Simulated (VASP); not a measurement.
# WSe2: single point with PBE

Crystal: WSe2.

```
CELL_PARAMETERS angstrom
-3.32069 0.00000 0.00000
-1.66035 -2.87581 0.00000
-1.32828 0.00000 15.25733
ATOMIC_POSITIONS crystal
W 0.31133 0.33333 0.05500
W 0.44467 0.66667 0.55500
Se 0.15533 0.33333 0.44502
Se 0.28866 0.66667 0.94502
Se 0.06734 0.33333 0.66498
Se 0.60067 0.66667 0.16498
```

```yaml
Program: VASP 6.6.1
Task: single point
Functional: PBE
Potentials_or_basis: VASP PAW PBE potentials, release 64 (W_sv, Se)
Cutoff: 520 eV
k_mesh: 9 × 9 × 2
Occupations: gaussian, width 0.05 eV
Spin: no spin polarisation
Dipole_correction: no
Further_INCAR_settings: ALGO = Normal; EDIFF = 1e-06; NBANDS = 35
```

```yaml
Pressure: 12.6 GPa
Largest_force: 16.124 eV/Å
Band_gap_on_the_k_mesh: zero (band 26 reaches 5.19 eV, above the bottom of band 27 at 5.18 eV)
```

Forces in eV/Å, atoms in the order of the input:
```
W     2.462   6.788  13.747
W    -0.001   0.000   0.000
Se    0.000   0.000  -0.053
Se   -2.752  -7.660 -13.919
Se    0.000  -0.001   0.051
Se    0.291   0.873   0.175
```

Stress tensor (GPa, compression positive):
```
 0.82  1.96  5.62
 1.96 10.82 15.76
 5.62 15.76 26.12
```

Levels at points of the mesh, in eV from the Fermi level:
```tsv
k point	band 22	band 23	band 24	band 25	band 26	band 27	band 28	band 29	band 30	band 31
(0.00, 0.00, 0.00)	-2.29	-2.29	-2.01	-1.38	-0.75	0.84	1.36	1.84	1.84	2.01
(0.00, 0.00, 0.50)	-2.29	-2.29	-2.07	-1.31	-0.76	0.84	1.37	1.84	1.84	2.01
```

It took 15 min on 1 thread of AMD EPYC 7R13 Processor (Zen 3) (shared host), peak memory 0.48 GiB.

Caveat: spin-orbit coupling is left out, which moves the levels of the heavy elements; forces of over 1 eV/Å act on the atoms, so gaps and moduli don't describe the material at rest.
